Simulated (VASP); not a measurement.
Wanted: the native input for a VASP 6.6.1 run.

* Task: density of states
* Functional: PBEsol
* Potentials or basis: VASP PAW PBE potentials, release 64 (Ge_d)
* Cutoff: 520 eV
* k mesh: 15 × 15 × 15
* Occupations: fermi-dirac, width 0.1 eV
* Spin: no spin polarisation
* Dipole correction: no
* k mesh for the DOS: 23 × 23 × 23
* Occupations for the DOS: tetrahedron
* Further INCAR settings: ALGO = Normal; EDIFF = 1e-06; NBANDS = 13

Crystal: Ge.

```
Ge
1.0
     2.01226    0.00000    0.00000
     0.00000    2.01226    0.00000
     0.00000    0.00000    2.01226
Ge
1
Direct
  0.00000 0.00000 0.00000
```

This cell differs from its parent crystal: volume scaled by 0.43.

The input as run:

POSCAR

```
Ge
1.0
    2.0122592912      0.0000000000      0.0000000000
    0.0000000000      2.0122592912      0.0000000000
    0.0000000000      0.0000000000      2.0122592912
Ge
1
Direct
    0.0000000000      0.0000000000      0.0000000000
```

INCAR.step1

```
PREC = Accurate
ENCUT = 520
EDIFF = 1E-6
ISMEAR = -1
SIGMA = 0.1
LREAL = False
LASPH = True
NELM = 80
ALGO = Normal
ISIF = 2
LWAVE = False
LCHARG = True
GGA = PS
NBANDS = 13
```

KPOINTS.step1

```
Automatic mesh
0
Gamma
  15 15 15
```

INCAR.step2

```
PREC = Accurate
ENCUT = 520
EDIFF = 1E-6
ISMEAR = -5
SIGMA = 0.1
LREAL = False
LASPH = True
NELM = 80
ALGO = Normal
ISIF = 2
LWAVE = False
LCHARG = False
GGA = PS
LORBIT = 10
NBANDS = 13
NEDOS = 1001
ICHARG = 11
```

KPOINTS.step2

```
Automatic mesh
0
Gamma
  23 23 23
```

Potentials or basis: VASP PAW PBE potentials, release 64 (Ge_d).

Launch:

```sh
$ cat potpaw_PBE.64/Ge_d/POTCAR > POTCAR
$ cp INCAR.step1 INCAR
$ cp KPOINTS.step1 KPOINTS
$ mpirun -np 1 vasp_std > vasp.out
$ cp INCAR.step2 INCAR
$ cp KPOINTS.step2 KPOINTS
$ mpirun -np 1 vasp_std > vasp.out
```

It took 18 s on 1 thread of Intel(R) Xeon(R) Platinum 8259CL CPU @ 2.50GHz (Skylake/Cascade Lake), on a shared host, peak memory 0.15 GiB.
